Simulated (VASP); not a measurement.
# W (Fm-3m) in VASP: notebook

The runs below take W through equation of state, single point, with MS2, LDA+U.

Everything below comes from runs of VASP 6.6.1. Logs are shortened: lines on timing, memory, paths and dates and some standing lists are left out, and cuts for length are marked.

### 1 The cell of the first run

Symmetry: Fm-3m, No. 225, cubic system. The conventional cell has a = 4.060 Å, b = 4.060 Å, c = 4.060 Å, α = 90.00°, β = 90.00°, γ = 90.00°. Within 3.8 Å of W (site symmetry m-3m) lie 12 W at 2.87 Å.

This isn't the form of W at room conditions, which is bcc.

### 2 Equation of state, MS2

The input, POSCAR.step1:

```
W
1.0
    0.0000000000      1.9671757799      1.9671757799
    1.9671757799      0.0000000000      1.9671757799
    1.9671757799      1.9671757799      0.0000000000
W
1
Direct
    0.0000000000      0.0000000000      0.0000000000
```

The input, POSCAR.step2:

```
W
1.0
    0.0000000000      1.9885598007      1.9885598007
    1.9885598007      0.0000000000      1.9885598007
    1.9885598007      1.9885598007      0.0000000000
W
1
Direct
    0.0000000000      0.0000000000      0.0000000000
```

The input, POSCAR.step3:

```
W
1.0
    0.0000000000      2.0094935475      2.0094935475
    2.0094935475      0.0000000000      2.0094935475
    2.0094935475      2.0094935475      0.0000000000
W
1
Direct
    0.0000000000      0.0000000000      0.0000000000
```

The input, POSCAR.step4:

```
W
1.0
    0.0000000000      2.0300000000      2.0300000000
    2.0300000000      0.0000000000      2.0300000000
    2.0300000000      2.0300000000      0.0000000000
W
1
Direct
    0.0000000000      0.0000000000      0.0000000000
```

The input, POSCAR.step5:

```
W
1.0
    0.0000000000      2.0501003171      2.0501003171
    2.0501003171      0.0000000000      2.0501003171
    2.0501003171      2.0501003171      0.0000000000
W
1
Direct
    0.0000000000      0.0000000000      0.0000000000
```

The input, POSCAR.step6:

```
W
1.0
    0.0000000000      2.0698140295      2.0698140295
    2.0698140295      0.0000000000      2.0698140295
    2.0698140295      2.0698140295      0.0000000000
W
1
Direct
    0.0000000000      0.0000000000      0.0000000000
```

The input, POSCAR.step7:

```
W
1.0
    0.0000000000      2.0891592071      2.0891592071
    2.0891592071      0.0000000000      2.0891592071
    2.0891592071      2.0891592071      0.0000000000
W
1
Direct
    0.0000000000      0.0000000000      0.0000000000
```

The input, INCAR:

```
ALGO = Normal
EDIFF = 1E-7
ENCUT = 500
GGA_COMPAT = F
ISIF = 2
ISMEAR = 1
LASPH = T
LCHARG = F
LMIXTAU = T
LREAL = F
LWAVE = F
METAGGA = MS2
NELM = 120
NSW = 0
PREC = Accurate
SIGMA = 0.1
```

The input, KPOINTS:

```
k-points
0
Gamma
  14 14 14
```

Potentials or basis: VASP PAW PBE potentials, release 64 (W_sv_GW).

On the command line:

```sh
$ cat potpaw_PBE.64/W_sv_GW/POTCAR > POTCAR
$ cp POSCAR.step1 POSCAR
$ mpirun -np 1 vasp_std > vasp.out
$ cp POSCAR.step2 POSCAR
$ mpirun -np 1 vasp_std > vasp.out
$ cp POSCAR.step3 POSCAR
$ mpirun -np 1 vasp_std > vasp.out
$ cp POSCAR.step4 POSCAR
$ mpirun -np 1 vasp_std > vasp.out
$ cp POSCAR.step5 POSCAR
$ mpirun -np 1 vasp_std > vasp.out
$ cp POSCAR.step6 POSCAR
$ mpirun -np 1 vasp_std > vasp.out
$ cp POSCAR.step7 POSCAR
$ mpirun -np 1 vasp_std > vasp.out
```

OUTCAR:

```text
EDIFF = 1E-7
   ENCUT = 500
   ISIF = 2
   ISMEAR = 1
   LASPH = T
   LREAL = F
   METAGGA = MS2
   NELM = 120
   NSW = 0
   PREC = Accurate

 Found    104 irreducible k-points:

 Following reciprocal coordinates:
            Coordinates               Weight
  0.000000  0.000000  0.000000      1.000000
  0.071429  0.000000  0.000000      8.000000
  0.142857  0.000000  0.000000      8.000000
  0.214286  0.000000  0.000000      8.000000
  0.285714  0.000000  0.000000      8.000000
  0.357143  0.000000  0.000000      8.000000
   k-points           NKPTS =    104   k-points in BZ     NKDIM =    104   number of bands    NBANDS=     11
   number of dos      NEDOS =    301   number of ions     NIONS =      1
   total plane-waves  NPLWV =  13824
   dimension x,y,z NGX =    24 NGY =   24 NGZ =   24
   dimension x,y,z NGXF=    48 NGYF=   48 NGZF=   48
   ions per type =               1
   NGX,Y,Z   is equivalent  to a cutoff of  13.50, 13.50, 13.50 a.u.
   NGXF,Y,Z  is equivalent  to a cutoff of  27.01, 27.01, 27.01 a.u.
 SYSTEM =  unknown system
   PREC   = accura    normal or accurate (medium, high low for compatibility)
   ISTART =      0    job   : 0-new  1-cont  2-samecut
   ICHARG =      2    charge: 1-file 2-atom 10-const
   ISPIN  =      1    spin polarized calculation?
   LNONCOLLINEAR =      F non collinear calculations
   LSORBIT =      F    spin-orbit coupling
   LASPH  =      T    aspherical Exc in radial PAW
   ENCUT  =  500.0 eV  36.75 Ry    6.06 a.u.   5.39  5.39  5.39*2*pi/ulx,y,z
   NELM   =    120;   NELMIN=  2; NELMDL=  0     # of ELM steps
   EDIFF  = 0.1E-06   stopping-criterion for ELM
   LREAL  =      F    real-space projection
   EDIFFG = 0.1E-05   stopping-criterion for IOM
   NSW    =      0    number of steps for IOM
   IBRION =     -1    ionic relax: 0-MD 1-quasi-New 2-CG
   NFREE  =      0    steps in history (QN), initial steepest desc. (CG)
   ISIF   =      2    stress and relaxation
   ISYM   =      2    0-nonsym 1-usesym 2-fastsym
   POTIM  = 0.5000    time-step for ionic-motion
   TEBEG  =    0.0;   TEEND  =   0.0 temperature during run

   SCALEE = 1.0000    scale energy and forces
   PSTRESS=    0.0 pullay stress
   NELECT =      14.0000    total number of electrons
   NUPDOWN=      -1.0000    fix difference up-down
   EMIN   =  10.00;   EMAX   =-10.00  energy-range for DOS
   EFERMI =   0.00;   METHOD = LEGACY
   ISMEAR =     1;   SIGMA  =   0.10  broadening in eV -4-tet -1-fermi 0-gaus
   EFERMI_NEDOS =   21; number of points for ismear=-14 and -15
   IALGO  =     38    algorithm
   IMIX   =      4    mixing-type and parameters
     AMIX     =   0.40;   BMIX     =  1.00
     AMIX_MAG =   1.60;   BMIX_MAG =  1.00
  volume/ion in A,a.u.               =      18.24       123.07
  Fermi-wavevector in a.u.,A,eV,Ry     =   1.499003  2.832706 30.572446  2.247011
  Thomas-Fermi vector in A             =   2.610689
   LORBIT       =      0    0 simple, 1 ext, 2 COOP (PROOUT), +10 PAW based schemes
   METAGGA = MS2    functional components
   LHFCALC =     F    Hartree Fock is set to
   AEXX    =    0.0000 exact exchange contribution
   IVDW    =     0    specifies the selected vdW correction
   LEPSILON=     F    determine dielectric tensor
   LRPA    =     F    only Hartree local field effects (RPA)

   CSHIFT  =0.1000    complex shift for real part using Kramers Kronig

   OMEGAMAX=  -1.0    maximum frequency
 non-spin polarized calculation
 Methfessel and Paxton  Order N= 1 SIGMA  =   0.10
  energy-cutoff  :      500.00
  volume of cell :       18.24
 maximum number of plane-waves:       483
 NGX is ok and might be reduce to    24
   NGX = 11   NGY = 11   NGZ = 11

 number of electron      13.9999998 magnetization

 Free energy of the ion-electron system (eV)
  ---------------------------------------------------
  ext. energy  EPLUGINS =         0.00000000
  ---------------------------------------------------
  free energy    TOTEN  =         2.57963331 eV

  energy without entropy =        2.57922317  energy(sigma->0) =        2.57949660

 E-fermi :   9.9510     XC(G=0): -13.3923

 val. band max:        9.9407312842   @ k =  -0.3571   0.4286   0.0714
 cond. band min:       9.9713378206   @ k =  -0.3571   0.1429   0.0000
 fundamental gap:      0.0306065364
 Fermi energy:         9.9510226880

 k-point     1 :       0.0000    0.0000    0.0000
  band No.  band energies     occupation
      1     -63.9679      2.00000
      2     -27.6945      2.00000
      3     -27.6945      2.00000
      4     -27.6945      2.00000
      5       1.4262      2.00000
      6       9.5038      2.00000
      7       9.5038      2.00000
      8       9.5038      2.00000
      9      12.2288      0.00000
     10      12.2288      0.00000
     11      22.6924      0.00000

 k-point     2 :       0.0714    0.0000    0.0000
  band No.  band energies     occupation
      1     -63.9650      2.00000
      2     -27.7385      2.00000
      3     -27.7006      2.00000
      4     -27.7006      2.00000
      5       1.6260      2.00000
      6       9.3576      2.00000
      7       9.5953      2.00001
      8       9.5953      2.00001
      9      12.1522      0.00000
     10      12.1522      0.00000
     11      23.0797      0.00000

 k-point     3 :       0.1429    0.0000    0.0000
  band No.  band energies     occupation
      1     -63.9556      2.00000
      2     -27.8551      2.00000
      3     -27.7164      2.00000
      4     -27.7164      2.00000
      5       2.1948      2.00000
      6       9.0089      2.00000
      7       9.8072      2.06056
      8       9.8072      2.06056
      9      12.0229      0.00000
     10      12.0229      0.00000
     11      23.9857      0.00000

 k-point     4 :       0.2143    0.0000    0.0000
  band No.  band energies     occupation
      1     -63.9425      2.00000
      2     -28.0219      2.00000
      3     -27.7398      2.00000
      4     -27.7398      2.00000
      5       3.0284      2.00000
      6       8.6681      2.00000
      7       9.9320      1.31505
      8       9.9320      1.31504
      9      12.1188      0.00000
     10      12.1188      0.00000
     11      23.2478      0.00000

 k-point     5 :       0.2857    0.0000    0.0000
  band No.  band energies     occupation
      1     -63.9273      2.00000
      2     -28.2028      2.00000
      3     -27.7643      2.00000
      4     -27.7643      2.00000
      5       3.9111      2.00000
      6       8.6044      2.00000
      7       9.8136      2.06532
      8       9.8136      2.06532
      9      12.6362      0.00000
     10      12.6362      0.00000
     11      21.9487      0.00000

 k-point     6 :       0.3571    0.0000    0.0000
  band No.  band energies     occupation
      1     -63.9136      2.00000
      2     -28.3614      2.00000
      3     -27.7864      2.00000
      4     -27.7864      2.00000
      5       4.5386      2.00000
      6       9.0602      2.00000
      7       9.5837      2.00000
      8       9.5837      2.00000
      9      13.3963      0.00000
     10      13.3963      0.00000
     11      20.6772      0.00000

 [... further k-points ...]

------------------------ aborting loop because EDIFF is reached ----------------------------------------

  FORCE on cell =-STRESS in cart. coord.  units (eV):
  Direction    XX          YY          ZZ          XY          YZ          ZX
  --------------------------------------------------------------------------------------
  -------------------------------------------------------------------------------------
  Total       -3.8262490     -3.8262490     -3.8262490      0.0000000      0.0000000     -0.0000000
  in kB     -336.1547156   -336.1547156   -336.1547156      0.0000000      0.0000000     -0.0000000
  external PRESSURE =    -336.1547156 kB  Pullay stress =       0.0000000 kB

 VOLUME and BASIS-vectors are now :
 -----------------------------------------------------------------------------
  energy-cutoff  :      500.00
  volume of cell :       18.24
      direct lattice vectors                 reciprocal lattice vectors
     0.000000000  2.089159207  2.089159207    -0.239330731  0.239330731  0.239330731
     2.089159207  0.000000000  2.089159207     0.239330731 -0.239330731  0.239330731
     2.089159207  2.089159207  0.000000000     0.239330731  0.239330731 -0.239330731

 POSITION                                       TOTAL-FORCE (eV/Angst)
 -----------------------------------------------------------------------------------
      0.00000      0.00000      0.00000         0.000000     -0.000000     -0.000000
 -----------------------------------------------------------------------------------
    total drift:                                0.000000      0.000000      0.000000

  FREE ENERGIE OF THE ION-ELECTRON SYSTEM (eV)
  ---------------------------------------------------
  free  energy   TOTEN  =         2.5796333138 eV

  energy  without entropy=        2.5792231687  energy(sigma->0) =        2.57949660
```

It took 5.5 min on 1 thread of Intel Xeon 6975P-C (Granite Rapids), shared host; peak memory 0.16 GiB.

What came out:

| Item | Value |
| --- | --- |
| Equilibrium volume | 15.89 Å³/atom |
| Bulk modulus | 310 GPa |
| Pressure derivative of the bulk modulus | 4.2 |

Energy against volume, from the lowest point:
```csv
volume (Å³/atom),energy (meV/atom)
15.225,27.06
15.727,0.00
16.229,5.10
16.731,37.82
17.233,94.16
17.735,170.04
18.237,262.71
```

Caveat: the PAW data sets were made with another functional, which shifts forces and pressure a little; spin-orbit coupling is left out, which moves the levels of the heavy elements.

### 3 Single point, LDA+U, non-collinear spin, zero start, spin-orbit coupling

This run uses another cell than the first one, of 15.73 Å³/atom.

The input, INCAR:

```
PREC = Accurate ; ENCUT = 520
EDIFF = 1E-6 ; ISMEAR = 1
SIGMA = 0.01 ; LREAL = False
LASPH = True ; NELM = 150
ALGO = Normal ; ISIF = 2
LWAVE = False ; LCHARG = True
MAGMOM = 0 0 0 ; LORBIT = 11
LSORBIT = True ; GGA_COMPAT = False
LORBMOM = True ; LMAXMIX = 4
LDAU = True ; LDAUTYPE = 2
LDAUL = 2 ; LDAUU = 8
LDAUJ = 0 ; LDAUPRINT = 1
GGA = CA ; LVHAR = True
NBANDS = 25
```

The input, KPOINTS:

```
regular mesh
0
Gamma
  11 11 11
```

The input, POSCAR:

```
W
1.0
    0.0000000000      1.9885598007      1.9885598007
    1.9885598007      0.0000000000      1.9885598007
    1.9885598007      1.9885598007      0.0000000000
W
1
Direct
    0.0000000000      0.0000000000      0.0000000000
```

Potentials or basis: VASP PAW LDA potentials, release 64 (W_sv).

On the command line:

```sh
$ cat potpaw_LDA.64/W_sv/POTCAR > POTCAR
$ mpirun -np 1 vasp_ncl > vasp.out
```

It took 91 s on 1 thread of Intel Xeon 8259CL, shared host; peak memory 0.19 GiB.

Results (log left out):

```yaml
Free_energy: -6.1800 eV
Pressure: 38.5 GPa
Net_moment: 0.00 μB per cell
Valence_electrons_inside_the_program's_atomic_spheres: W 12.10
```

Moments on the atoms (μB; x, y, z):
```
W   0.00 0.00 0.00
```

Caveat: the cell stands under pressure; the U is typed as a test and isn't derived for this compound. The state reached can hang on the start; a lower one may exist.

### 4 Single point, LDA+U, non-collinear spin, zero start, spin-orbit coupling

This run uses another cell than the first one, of 16.06 Å³/atom.

INCAR, as its differences from that of step 3:

```diff
@@ -5,3 +5,3 @@
 ALGO = Normal ; ISIF = 2
-LWAVE = False ; LCHARG = True
+LWAVE = False ; LCHARG = False
 MAGMOM = 0 0 0 ; LORBIT = 11
@@ -12,3 +12,2 @@
 LDAUJ = 0 ; LDAUPRINT = 1
-GGA = CA ; LVHAR = True
-NBANDS = 25
+GGA = CA ; NBANDS = 25
```

The input, KPOINTS:

```
Automatic mesh
0
Gamma
  11 11 11
```

The input, POSCAR:

```
W
1.0
    0.0000000000      2.0025642044      2.0025642044
    2.0025642044      0.0000000000      2.0025642044
    2.0025642044      2.0025642044      0.0000000000
W
1
Direct
    0.0000000000      0.0000000000      0.0000000000
```

On the command line:

```sh
$ cat potpaw_LDA.64/W_sv/POTCAR > POTCAR
$ mpirun -np 1 vasp_ncl > vasp.out
```

It took 94 s on 1 thread of Intel Xeon 8259CL, shared host; peak memory 0.19 GiB.

Results (log left out):

```yaml
Free_energy: -6.2544 eV
Pressure: 31.7 GPa
Net_moment: 0.00 μB per cell
Valence_electrons_inside_the_program's_atomic_spheres: W 12.05
```

Moments on the atoms (μB; x, y, z):
```
W   0.00 0.00 0.00
```

Caveat: the cell stands under pressure; the U is typed as a test and isn't derived for this compound. The state reached can hang on the start; a lower one may exist.

### 5 Single point, LDA+U, non-collinear spin, zero start, spin-orbit coupling

This run uses another cell than the first one, of 16.40 Å³/atom.

The input, INCAR:

```
  PREC = Accurate
  ENCUT = 520
  EDIFF = 1E-7
  ISMEAR = 1
  SIGMA = 0.01
  LREAL = False
  LASPH = True
  NELM = 150
  ALGO = Normal
  ISIF = 2
  LWAVE = False
  LCHARG = True
  LNONCOLLINEAR = True
  MAGMOM = 0 0 0
  LORBIT = 11
  LSORBIT = True
  GGA_COMPAT = False
  LORBMOM = True
  LMAXMIX = 4
  LDAU = True
  LDAUTYPE = 2
  LDAUL = 2
  LDAUU = 8
  LDAUJ = 0
  LDAUPRINT = 1
  LVHAR = True
  NBANDS = 25
```

The input, KPOINTS:

```
regular mesh
0
Gamma
  11 11 11
```

The input, POSCAR:

```
W
1.0
    0.0000000000      2.0163754284      2.0163754284
    2.0163754284      0.0000000000      2.0163754284
    2.0163754284      2.0163754284      0.0000000000
W
1
Direct
    0.0000000000      0.0000000000      0.0000000000
```

On the command line:

```sh
$ cat potpaw_LDA.64/W_sv/POTCAR > POTCAR
$ mpirun -np 1 vasp_ncl > vasp.out
```

Wall time 100 s (1 thread of Intel Xeon 8259CL, shared host); peak memory 0.19 GiB.

The run converged. Its results:

```yaml
Free_energy: -6.3132 eV
Pressure: 24.6 GPa
Net_moment: 0.00 μB per cell
Valence_electrons_inside_the_program's_atomic_spheres: W 12.01
```

Moments on the atoms (μB; x, y, z):
```
W   0.00 0.00 0.00
```

Caveat: the cell stands under pressure; the U is typed as a test and isn't derived for this compound. The state reached can hang on the start; a lower one may exist.

### 6 The runs side by side

| task | level | potentials or basis | spin | U | cell | k mesh | cutoff (eV) | smearing | tolerance level | purpose | dipole correction | pressure (GPa) | moment (μB) |
| --- | --- | --- | --- | --- | --- | --- | --- | --- | --- | --- | --- | --- | --- |
| equation of state | MS2 | VASP PAW PBE potentials, release 64 (W_sv_GW) | off | - | a = 2.871 Å, angles 60.0°, 1 atom | 14 × 14 × 14 | 500 | methfessel-paxton 0.1 eV | screening | choice of potentials | - | - | - |
| single point | LDA+U | VASP PAW LDA potentials, release 64 (W_sv) | non-collinear, zero start, SOC | W d U = 8.0 eV | a = 2.812 Å, angles 60.0°, 1 atom | 11 × 11 × 11 | 520 | methfessel-paxton 0.01 eV | - | - | no | 38.5 | 0.00 |
| single point | LDA+U | VASP PAW LDA potentials, release 64 (W_sv) | non-collinear, zero start, SOC | W d U = 8.0 eV | a = 2.832 Å, angles 60.0°, 1 atom | 11 × 11 × 11 | 520 | methfessel-paxton 0.01 eV | - | - | no | 31.7 | 0.00 |
| single point | LDA+U | VASP PAW LDA potentials, release 64 (W_sv) | non-collinear, zero start, SOC | W d U = 8.0 eV | a = 2.852 Å, angles 60.0°, 1 atom | 11 × 11 × 11 | 520 | methfessel-paxton 0.01 eV | - | - | no | 24.6 | 0.00 |

Caveats: the cell stands under pressure (at least some runs); the U is typed as a test and isn't derived for this compound (at least some runs); the PAW data sets were made with another functional, which shifts forces and pressure a little (at least some runs); spin-orbit coupling is left out, which moves the levels of the heavy elements (at least some runs).

Total energies depend on the potentials used, so only differences within one code and one set of settings carry meaning.
